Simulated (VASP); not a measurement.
Write the native input for VASP 6.6.1 that does the following.

```
Task                   : single point
Functional             : PBE
Potentials or basis    : VASP PAW PBE potentials, release 64 (Li_sv, O)
Cutoff                 : 520 eV
k mesh                 : 15 × 15 × 15
Occupations            : fermi-dirac, width 0.0612256 eV
Spin                   : no spin polarisation
Dipole correction      : no
Further INCAR settings : ALGO = Normal; EDIFF = 1e-06; NBANDS = 18
```

The structure of LiO3 (ReO3 type) lies in POSCAR:

```
LiO3
1.0
    3.6319315498      0.0000000000      0.0000000000
    0.0000000000      3.6319315498      0.0000000000
    0.0000000000      0.0000000000      3.6319315498
Li O
1 3
Direct
    0.0000000000      0.0000000000      0.0000000000
    0.5000000000      0.0000000000      0.0000000000
    0.0000000000      0.5000000000      0.0000000000
    0.0000000000      0.0000000000      0.5000000000
```

These files were run (other wordings do the same):

INCAR

```
PREC = Accurate
ENCUT = 520
EDIFF = 1E-6
ISMEAR = -1
SIGMA = 0.06122561905347299
LREAL = False
LASPH = True
NELM = 100
ALGO = Normal
ISIF = 2
LWAVE = False
LCHARG = False
GGA = PE
NBANDS = 18
```

KPOINTS

```
regular mesh
0
Gamma
  15 15 15
```

Potentials or basis: VASP PAW PBE potentials, release 64 (Li_sv, O).

Command:

```console
$ cat potpaw_PBE.64/Li_sv/POTCAR potpaw_PBE.64/O/POTCAR > POTCAR
$ mpirun -np 1 vasp_std > vasp.out
```

Results of the run:

```
Band gap on the k mesh : zero (an odd number of electrons rules out a gap without spin polarisation)
```

Caveat: an odd number of electrons without spin polarisation forces a metal; a magnetic or distorted state may lie lower.

Wall time 99 s on 1 thread of Intel Xeon 8259CL, on a shared host, peak memory 0.21 GiB.
